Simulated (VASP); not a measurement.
# Ti in VASP: a series of runs

Runs on Ti. Level: PBEsol. Tasks: single point, relaxation of cell and atoms.

All numbers are computed with VASP 6.6.1; they aren't measurements. Logs are shortened: lines on timing, memory, paths and dates and some standing lists are left out, and cuts for length are marked.

## Step 1: The cell of the first run

Symmetry: I4/mmm, No. 139, tetragonal system. Conventional cell: a = 3.315 Å, b = 3.315 Å, c = 3.216 Å, α = 90.00°, β = 90.00°, γ = 90.00°. Ti (site symmetry 4/mmm) has 14 Ti at 2.84 to 3.32 Å within 3.7 Å.

## Step 2: Single point, PBEsol

Input file INCAR:

```
SYSTEM = Ti
PREC = Accurate
ENCUT = 520
EDIFF = 1E-6
ISMEAR = -1
SIGMA = 0.05
LREAL = .FALSE.
LASPH = .TRUE.
NELM = 100
ALGO = Fast
ISIF = 2
LWAVE = .FALSE.
LCHARG = .FALSE.
GGA = PS
NBANDS = 12
```

Input file KPOINTS:

```
regular mesh
0
G
  11 11 11
  0 0 0
```

Input file POSCAR:

```
Ti
1.0
   -1.6576603256      1.6576603256      1.6081800000
    1.6576603256     -1.6576603256      1.6081800000
    1.6576603256      1.6576603256     -1.6081800000
Ti
1
Direct
    0.0000000000      0.0000000000      0.0000000000
```

Potentials or basis: VASP PAW PBE potentials, release 64 (Ti_sv).

On the command line:

```
$ cat potpaw_PBE.64/Ti_sv/POTCAR > POTCAR
$ mpirun -np 1 vasp_std > vasp.out
```

OUTCAR:

```text
SYSTEM = Ti
   PREC = Accurate
   ENCUT = 520
   EDIFF = 1E-6
   ISMEAR = -1
   LREAL = .FALSE.
   LASPH = .TRUE.
   NELM = 100
   ISIF = 2
   GGA = PS

 ion  position               nearest neighbor table
   1  0.000  0.000  0.000-

  LATTYP: Found a body centered tetragonal cell.
 ALAT       =     3.3153206512
 C/A-ratio  =     0.9701505038

  Lattice vectors:

 A1 = (  -1.6576603256,   1.6576603256,   1.6081800000)
 A2 = (   1.6576603256,  -1.6576603256,   1.6081800000)
 A3 = (   1.6576603256,   1.6576603256,  -1.6081800000)

Analysis of symmetry for initial positions (statically):
=====================================================================
 Subroutine PRICEL returns:
 Original cell was already a primitive cell.

 Routine SETGRP: Setting up the symmetry group for a
 body centered tetragonal supercell.

 Subroutine GETGRP returns: Found 16 space group operations
 (whereof 16 operations were pure point group operations)
 out of a pool of 16 trial point group operations.

The static configuration has the point symmetry D_4h.

Analysis of symmetry for dynamics (positions and initial velocities):
=====================================================================
 Subroutine PRICEL returns:
 Original cell was already a primitive cell.

 Routine SETGRP: Setting up the symmetry group for a
 body centered tetragonal supercell.

 Subroutine GETGRP returns: Found 16 space group operations
 (whereof 16 operations were pure point group operations)
 out of a pool of 16 trial point group operations.

The dynamic configuration has the point symmetry D_4h.

 Subroutine INISYM returns: Found 16 space group operations
 (whereof 16 operations are pure point group operations),
 and found     1 'primitive' translations

----------------------------------------------------------------------------------------

                                     Primitive cell

  volume of cell :      17.6761

  direct lattice vectors                    reciprocal lattice vectors
    -1.657660326  1.657660326  1.608180000     0.000000000  0.301629949  0.310910470
     1.657660326 -1.657660326  1.608180000     0.301629949  0.000000000  0.310910470
     1.657660326  1.657660326 -1.608180000     0.301629949  0.301629949  0.000000000

  length of vectors
     2.842871510  2.842871510  2.842871510     0.433181194  0.433181194  0.426569165

  position of ions in fractional coordinates (direct lattice)
     0.000000000  0.000000000  0.000000000

  ion indices of the primitive-cell ions
   primitive index   ion index
[... 82 lines left out ...]
   TEBEG  =    0.0;   TEEND  =   0.0 temperature during run
   PSTRESS=    0.0 pullay stress
   NELECT =      12.0000    total number of electrons
   NUPDOWN=      -1.0000    fix difference up-down
   EMIN   =  10.00;   EMAX   =-10.00  energy-range for DOS
   EFERMI =   0.00;   METHOD = LEGACY
   ISMEAR =    -1;   SIGMA  =   0.05  broadening in eV -4-tet -1-fermi 0-gaus
   EFERMI_NEDOS =   21; number of points for ismear=-14 and -15
   IALGO  =     68    algorithm
   IMIX   =      4    mixing-type and parameters
     AMIX     =   0.40;   BMIX     =  1.00
     AMIX_MAG =   1.60;   BMIX_MAG =  1.00
  volume/ion in A,a.u.               =      17.68       119.28
  Fermi-wavevector in a.u.,A,eV,Ry     =   1.438821  2.718977 28.166848  2.070205
  Thomas-Fermi vector in A             =   2.557745
   LORBIT       =      0    0 simple, 1 ext, 2 COOP (PROOUT), +10 PAW based schemes
   GGA     = PS    functional components
   LHFCALC =     F    Hartree Fock is set to
   AEXX    =    0.0000 exact exchange contribution
   IVDW    =     0    specifies the selected vdW correction
   LEPSILON=     F    determine dielectric tensor
   LRPA    =     F    only Hartree local field effects (RPA)
 non-spin polarized calculation
 RMM-DIIS sequential band-by-band and
  energy-cutoff  :      520.00
  volume of cell :       17.68
 maximum number of plane-waves:       486
 NGX is ok and might be reduce to    24
   NGX = 11   NGY = 11   NGZ = 11

 number of electron      12.0000000 magnetization

 Free energy of the ion-electron system (eV)
  ---------------------------------------------------
  ext. energy  EPLUGINS =         0.00000000
  ---------------------------------------------------
  free energy    TOTEN  =        -8.21975287 eV

  energy without entropy =       -8.19923100  energy(sigma->0) =       -8.20949194

 E-fermi :   7.7739     XC(G=0): -11.5478

 val. band max:        7.7613851337   @ k =  -0.2727  -0.3636   0.0909
 cond. band min:       7.7869744838   @ k =  -0.3636  -0.4545   0.0909
 fundamental gap:      0.0255893500
 Fermi energy:         7.7738725360

 k-point     1 :       0.0000    0.0000    0.0000
  band No.  band energies     occupation
      1     -48.5517      2.00000
      2     -24.5276      2.00000
      3     -24.5195      2.00000
      4     -24.5195      2.00000
      5       1.8627      2.00000
      6       8.6106      0.00000
      7       8.8223      0.00000
      8       8.8223      0.00000
      9      10.3463      0.00000
     10      10.6029      0.00000
     11      24.8950      0.00000
     12      24.8951      0.00000
[... 331 lines left out ...]
 k-point    24 :      -0.1818    0.1818    0.0000
  band No.  band energies     occupation
      1     -48.5162      2.00000
      2     -24.7140      2.00000
      3     -24.5847      2.00000
      4     -24.5179      2.00000
      5       2.8960      2.00000
      6       8.4033      0.00001
      7       8.4178      0.00001
      8       9.5758      0.00000
      9      10.0289      0.00000
     10      10.5983      0.00000
     11      22.8782      0.00000
     12      24.3620      0.00000

 [... further k-points ...]

------------------------ aborting loop because EDIFF is reached ----------------------------------------

  FORCE on cell =-STRESS in cart. coord.  units (eV):
  Direction    XX          YY          ZZ          XY          YZ          ZX
  --------------------------------------------------------------------------------------
  -------------------------------------------------------------------------------------
  Total       -0.7027493     -0.7027493     -0.8978795      0.0000000      0.0000000      0.0000000
  in kB      -63.6979184    -63.6979184    -81.3847299      0.0000000      0.0000000      0.0000000
  external PRESSURE =     -69.5935222 kB  Pullay stress =       0.0000000 kB

 VOLUME and BASIS-vectors are now :
 -----------------------------------------------------------------------------
  energy-cutoff  :      520.00
  volume of cell :       17.68
      direct lattice vectors                 reciprocal lattice vectors
    -1.657660326  1.657660326  1.608180000     0.000000000  0.301629949  0.310910470
     1.657660326 -1.657660326  1.608180000     0.301629949  0.000000000  0.310910470
     1.657660326  1.657660326 -1.608180000     0.301629949  0.301629949  0.000000000

 POSITION                                       TOTAL-FORCE (eV/Angst)
 -----------------------------------------------------------------------------------
      0.00000      0.00000      0.00000         0.000000      0.000000      0.000000
 -----------------------------------------------------------------------------------
    total drift:                                0.000000      0.000000      0.000000

  FREE ENERGIE OF THE ION-ELECTRON SYSTEM (eV)
  ---------------------------------------------------
  free  energy   TOTEN  =        -8.2197528668 eV

  energy  without entropy=       -8.1992310048  energy(sigma->0) =       -8.20949194
```

OSZICAR:

```text
N       E                     dE             d eps       ncg     rms          rms(c)
DAV:   1     0.869942946797E+02    0.86994E+02   -0.65933E+03  3024   0.120E+03
DAV:   2    -0.513895602737E+01   -0.92133E+02   -0.89754E+02  3072   0.297E+02
DAV:   3    -0.934970272496E+01   -0.42107E+01   -0.41681E+01  4204   0.646E+01
[... 13 lines left out ...]
RMM:  17    -0.821974713659E+01   -0.27144E-05   -0.36783E-05  3340   0.285E-02    0.420E-02
RMM:  18    -0.821974930505E+01   -0.21685E-05   -0.44463E-05  3871   0.518E-02    0.810E-03
RMM:  19    -0.821975100319E+01   -0.16981E-05   -0.14581E-05  2905   0.209E-02    0.410E-03
RMM:  20    -0.821975211630E+01   -0.11131E-05   -0.10313E-05  2669   0.132E-02    0.258E-03
RMM:  21    -0.821975286681E+01   -0.75051E-06   -0.72147E-06  2404   0.104E-02
   1 F= -.82197529E+01 E0= -.82094919E+01  d E =-.205219E-01
```

stdout:

```text
POSCAR found type information on POSCAR Ti
 POSCAR found :  1 types and       1 ions
 scaLAPACK will be used
 -----------------------------------------------------------------------------
|                                                                             |
|                                                                             |
|     You enforced a specific xc type in the INCAR file but a different       |
|     I HOPE YOU KNOW WHAT YOU ARE DOING!                                     |
|                                                                             |
 -----------------------------------------------------------------------------

 LDA part: xc-table for (Slater+PW92), standard interpolation
 POSCAR, INCAR and KPOINTS ok, starting setup
 FFT: planning ... GRIDC
 FFT: planning ... GRID_SOFT
 FFT: planning ... GRID
 WAVECAR not read
 entering main loop
WARNING in EDDRMM: call to ZHEGV failed, returncode =   8  4      5
```

It took 52 s on 1 thread of Intel Xeon 8259CL, shared host; peak memory 0.15 GiB.

Results:

```
Free energy            : -8.2198 eV
Pressure               : -7.0 GPa
Band gap on the k mesh : zero (band 6 reaches 8.74 eV, above the bottom of band 7 at 7.21 eV)
```

Stress tensor (GPa, compression positive):
```
-6.37  0.00  0.00
 0.00 -6.37  0.00
 0.00  0.00 -8.14
```

Levels at points of the mesh, in eV from the Fermi level:
```
           k point  band 2  band 3  band 4  band 5  band 6  band 7  band 8  band 9  band 10  band 11
(0.00, 0.00, 0.00)  -32.30  -32.29  -32.29   -5.91    0.84    1.05    1.05    2.57     2.83    17.12
```

Caveat: the PAW data sets were made with another functional, which shifts forces and pressure a little.

## Step 3: Relaxation of cell and atoms, PBEsol

Input file INCAR:

```
PREC = Accurate
ENCUT = 600
EDIFF = 1E-6
ISMEAR = -1
SIGMA = 0.05
LREAL = False
LASPH = True
NELM = 60
ALGO = Normal
ISIF = 3
LWAVE = False
LCHARG = False
GGA = PS
IBRION = 2
NSW = 80
EDIFFG = -0.02
```

Input file KPOINTS:

```
regular mesh
0
Gamma
  11 11 11
```

Input file POSCAR:

```
Ti
1.0
   -1.6410000000      1.6410000000      1.6410000000
    1.6410000000     -1.6410000000      1.6410000000
    1.6410000000      1.6410000000     -1.6410000000
Ti
1
Direct
    0.0000000000      0.0000000000      0.0000000000
```

Potentials or basis: VASP PAW PBE potentials, release 64 (Ti_sv).

On the command line:

```
$ cat potpaw_PBE.64/Ti_sv/POTCAR > POTCAR
$ mpirun -np 1 vasp_std > vasp.out
```

OUTCAR:

```text
PREC = Accurate
   ENCUT = 600
   EDIFF = 1E-6
   ISMEAR = -1
   LREAL = False
   LASPH = True
   NELM = 60
   ISIF = 3
   GGA = PS
   IBRION = 2
   NSW = 80
   EDIFFG = -0.02

 ion  position               nearest neighbor table
   1  0.000  0.000  0.000-

  LATTYP: Found a body centered cubic cell.
 ALAT       =     3.2820000000

  Lattice vectors:

 A1 = (  -1.6410000000,   1.6410000000,   1.6410000000)
 A2 = (   1.6410000000,  -1.6410000000,   1.6410000000)
 A3 = (   1.6410000000,   1.6410000000,  -1.6410000000)

Analysis of symmetry for initial positions (statically):
=====================================================================
 Subroutine PRICEL returns:
 Original cell was already a primitive cell.

 Routine SETGRP: Setting up the symmetry group for a
 body centered cubic supercell.

 Subroutine GETGRP returns: Found 48 space group operations
[... 9 lines left out ...]

 Routine SETGRP: Setting up the symmetry group for a
 body centered cubic supercell.

 Subroutine GETGRP returns: Found 48 space group operations
[... 11 lines left out ...]
                                     Primitive cell
[... 144 lines left out ...]
  -------------------------------------------------------------------------------------
  Total       -0.7624666     -0.7624666     -0.7624666      0.0000000      0.0000000     -0.0000000
  in kB      -69.1107621    -69.1107621    -69.1107621      0.0000000      0.0000000     -0.0000000
  external PRESSURE =     -69.1107621 kB  Pullay stress =       0.0000000 kB
[... 57 lines left out ...]
--------------------------------------- Ionic step        3  -------------------------------------------

 number of electron      12.0000001 magnetization

 Free energy of the ion-electron system (eV)
  ---------------------------------------------------
  ext. energy  EPLUGINS =         0.00000000
  ---------------------------------------------------
  free energy    TOTEN  =        -8.24490300 eV

  energy without entropy =       -8.22584414  energy(sigma->0) =       -8.23537357

 E-fermi :   8.4989     XC(G=0): -11.8833

 val. band max:        8.4813453404   @ k =   0.2727   0.0909   0.0909
 cond. band min:       8.5158262634   @ k =  -0.3636   0.3636   0.0909
 fundamental gap:      0.0344809230
 Fermi energy:         8.4989078048

 k-point     1 :       0.0000    0.0000    0.0000
  band No.  band energies     occupation
      1     -47.6760      2.00000
      2     -23.5598      2.00000
      3     -23.5598      2.00000
      4     -23.5598      2.00000
      5       2.4485      2.00000
      6       9.5462      0.00000
      7       9.5462      0.00000
      8       9.5462      0.00000
      9      11.4373      0.00000
     10      11.4373      0.00000
[... 287 lines left out ...]
 k-point    24 :       0.3636    0.1818    0.0909
  band No.  band energies     occupation
      1     -47.5014      2.00000
      2     -24.2217      2.00000
      3     -23.9188      2.00000
      4     -23.6891      2.00000
      5       6.9767      2.00000
      6       7.8587      1.99999
      7       8.6210      0.15998
      8      11.6438      0.00000
      9      11.8544      0.00000
     10      15.2737      0.00000

 [... further k-points ...]
[... 5 lines left out ...]
  --------------------------------------------------------------------------------------
  -------------------------------------------------------------------------------------
  Total        0.0034559      0.0034559      0.0034559     -0.0000000      0.0000000      0.0000000
  in kB        0.3359864      0.3359864      0.3359864     -0.0000000      0.0000000      0.0000000
  external PRESSURE =       0.3359864 kB  Pullay stress =       0.0000000 kB
[... 16 lines left out ...]
  FREE ENERGIE OF THE ION-ELECTRON SYSTEM (eV)
  ---------------------------------------------------
  free  energy   TOTEN  =        -8.2449030013 eV

  energy  without entropy=       -8.2258441353  energy(sigma->0) =       -8.23537357

 reached required accuracy - stopping structural energy minimisation
```

CONTCAR:

```text
Ti
   1.00000000000000
    -1.6031082981142180    1.6031082981142180    1.6031082981142180
     1.6031082981142180   -1.6031082981142180    1.6031082981142180
     1.6031082981142180    1.6031082981142180   -1.6031082981142180
  Ti
     1
Direct
     0.0000000000000000    0.0000000000000000    0.0000000000000000

  0.00000000E+00  0.00000000E+00  0.00000000E+00
```

Wall time 38 s (1 thread of Intel Xeon 8259CL, shared host); peak memory 0.15 GiB.

What came out:

```yaml
Free_energy: -8.2449 eV
Relaxed_volume: 16.48 Å³/atom
Relaxed_cell: a = 2.777 Å, b = 2.777 Å, c = 2.777 Å, α = 109.47°, β = 109.47°, γ = 109.47°
Space_group_after_relaxing_to_0.05_Å: Im-3m (No. 229)
Energy_gained_by_relaxing: 27.4 meV/atom
Ionic_steps: 3
Pressure_after_relaxing: 0.0 GPa
Band_gap_on_the_k_mesh: zero (band 6 reaches 9.56 eV, above the bottom of band 7 at 7.87 eV)
```

The path:
```
step  energy change (eV)  largest force (eV/Å)  pressure (GPa)  volume (Å³)
   1              0.0000                0.0000           -6.91        17.68
   2             -0.0168                0.0000            5.09        15.80
   3             -0.0274                0.0000            0.03        16.48
```

Final structure:
```yaml
crystal:
  lattice:
    - [-1.60311, 1.60311, 1.60311]
    - [1.60311, -1.60311, 1.60311]
    - [1.60311, 1.60311, -1.60311]
  atoms:
    - { symbol: Ti, position: [0.00000, 0.00000, 0.00000] }
```

Caveat: the PAW data sets were made with another functional, which shifts forces and pressure a little.
